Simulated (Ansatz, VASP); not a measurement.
**In3As in VASP and in Ansatz**

File INCAR:

```
SYSTEM = In3As
PREC = Accurate
ENCUT = 520
EDIFF = 1E-7
ISMEAR = 0
SIGMA = 0.15
LREAL = .FALSE.
LASPH = .TRUE.
NELM = 80
ALGO = Fast
ISIF = 2
LWAVE = .FALSE.
LCHARG = .FALSE.
GGA = PE
IVDW = 12
NBANDS = 30
```

File KPOINTS:

```
Automatic mesh
0
G
  10 10 10
  0 0 0
```

Contents of POSCAR:

```
In3As
1.0
    4.6021353856      0.0000000000      0.0000000000
    0.0000000000      4.4180499702      0.0000000000
    0.0000000000      0.0000000000      4.6021353856
In As
3 1
Direct
    0.0000000000      0.5000000000      0.5000000000
    0.5000000000      0.0000000000      0.5000000000
    0.5000000000      0.5000000000      0.0000000000
    0.0000000000      0.0000000000      0.0000000000
```

Input for Ansatz:

```yaml
crystal:
  lattice:
    - [4.6021353856, 0.0, 0.0]
    - [0.0, 4.4180499702, 0.0]
    - [0.0, 0.0, 4.6021353856]
  atoms:
    - { symbol: In, position: [0.0, 0.5, 0.5] }
    - { symbol: In, position: [0.5, 0.0, 0.5] }
    - { symbol: In, position: [0.5, 0.5, 0.0] }
    - { symbol: As, position: [0.0, 0.0, 0.0] }
basis:
  ecutwfc: 420
kpoints:
  mp_grid: { grid: [10, 10, 10] }
hamiltonian:
  xc: pbe
  dispersion: d3bj
scf:
  occupations: { method: gaussian, width: 0.15 }
output:
  forces: true
  stress: true
  eigenvalues: true
```

Change from the starting cell: strain -0.0400 x Voigt [0, 1, 0, 0, 0, 0], atoms carried along.

Alike in both runs: task single point; functional PBE; dispersion D3(BJ); k mesh 10 × 10 × 10; occupations gaussian, width 0.15 eV; no spin polarisation.

|  | VASP | Ansatz |
| --- | --- | --- |
| version | VASP 6.6.1 | Ansatz 0.2.0 |
| potentials or method | VASP PAW PBE potentials, release 64 (In_d, As), cutoff 520 eV | scalar-relativistic, plane waves, PAW |
| valence electrons in the cell | 44 | 54 |

|  | VASP | Ansatz | Ansatz less VASP |
| --- | --- | --- | --- |
| gap on the k mesh at the Fermi level (eV) | none | none | - |
| pressure (GPa) | 2.1 | 2.1 | -0.01 |
| traceless stress, the component that is largest in VASP (GPa) | -0.47 | -0.47 | -0.004 |

A gap of «none» marks a metal or a gap that the smearing closes. VASP's potentials hold 44 valence electrons a cell and Ansatz's 54, so a difference there can come from the potentials and not from the codes.
